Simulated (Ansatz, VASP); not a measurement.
# One calculation of AlN, two programs

Contents of POSCAR:

```
AlN
1.0
    0.0195401572      2.1825678056      2.1825678056
    2.1825678056      0.0195401572      2.1825678056
    2.1825678056      2.1825678056      0.0195401572
Al N
1 1
Direct
    0.0006142246      0.0006142246      0.0006142246
    0.2493857754      0.2493857754      0.2493857754
```

The input INCAR.step1:

```
PREC = Accurate
ENCUT = 520
EDIFF = 1E-5
ISMEAR = 0
SIGMA = 0.01
LREAL = False
LASPH = True
NELM = 80
ALGO = Normal
ISIF = 2
LWAVE = True
NBANDS = 11
GGA = PE
```

File INCAR.step2:

```
PREC = Accurate
ENCUT = 520
EDIFF = 1E-6
ISMEAR = 0
SIGMA = 0.01
LREAL = False
LASPH = True
NELM = 80
ALGO = Normal
ISIF = 2
LWAVE = False
LCHARG = True
GGA = PE
LHFCALC = True
HFSCREEN = 0.2079
PRECFOCK = Normal
LELF = True
LVHAR = True
NBANDS = 11
ISTART = 1
```

Contents of KPOINTS:

```
Automatic mesh
0
Gamma
  8 8 8
```

Input for Ansatz:

```yaml
crystal:
  lattice:
    - [0.0195401572, 2.1825678056, 2.1825678056]
    - [2.1825678056, 0.0195401572, 2.1825678056]
    - [2.1825678056, 2.1825678056, 0.0195401572]
  atoms:
    - { symbol: Al, position: [0.0006142246, 0.0006142246, 0.0006142246] }
    - { symbol: "N", position: [0.2493857754, 0.2493857754, 0.2493857754] }
kpoints:
  mp_grid: { grid: [8, 8, 8] }
  band_path:
    path:
      - [0.0, 0.0, 0.0]
      - [-0.5, -0.5, 0.0]
      - [-0.375, -0.375, 0.25]
      - [-0.375, 0.0, 0.375]
      - [0.0, 0.0, 0.5]
      - [-0.5, -0.25, 0.25]
      - [0.0, 0.5, 0.5]
    npoints: 1
hamiltonian:
  xc: hse06
scf:
  occupations: { method: fixed }
  n_extra_bands: 4
output:
  forces: true
  stress: true
  eigenvalues: true
```

Change from the starting cell: epitaxial_111 strain -1.0%.

Alike in both runs: task single point; functional HSE06; k mesh 8 × 8 × 8; no spin polarisation.

```csv
,VASP,Ansatz
version,VASP 6.6.1,Ansatz 0.2.0
potentials or method,"VASP PAW PBE potentials, release 64 (Al, N)","plane waves, PAW"
plane-wave cutoff (eV),520,420
occupations,"gaussian, width 0.01 eV",fixed
valence electrons in the cell,8,8
```

```tsv
	VASP	Ansatz	Ansatz less VASP
gap on the k mesh at the Fermi level (eV)	4.53	4.53	0.000
pressure (GPa)	2.8	3.0	+0.14
traceless stress, the component that is largest in VASP (GPa)	-1.81	-1.80	+0.013
```

Ansatz's warnings: stress exchange threshold loose, stress scf threshold loose.
